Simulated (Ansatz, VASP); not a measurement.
# One calculation of GaSb, two programs

```xyz
2
Lattice="0.0000 3.0590 3.0590 3.0590 0.0000 3.0590 3.0590 3.0590 0.0000" Properties=species:S:1:pos:R:3 pbc="T T T"
Sb    4.5885    4.5885    4.5885
Ga    0.0000    0.0000    0.0000
```

Alike in both runs: functional PBEsol; k mesh 6 × 6 × 6; occupations fermi-dirac, width 0.05 eV; non-collinear spin, spin-orbit coupling.

|  | VASP | Ansatz |
| --- | --- | --- |
| version | VASP 6.6.1 | Ansatz 0.2.0 |
| potentials or method | VASP PAW PBE potentials, release 64 (Sb, Ga_d), cutoff 520 eV | all-electron LAPW, relativistic spinors |
| task | single point | band structure |

VASP gave:

| Item | Value |
| --- | --- |
| pressure (GPa) | 0.1 |
| net moment per atom (μB) | 0.00 |

Problem. Estimate Ansatz's values.

Solution. Pressure (GPa): 0.0; net moment per atom (μB): 0.00.

VASP's potentials were made for PBE, not for PBEsol. Ansatz ran all-electron here, and VASP with PAW potentials.

Noted on Ansatz's run: the k mesh is thin for a metal, which can move the energy by tens of meV per atom.
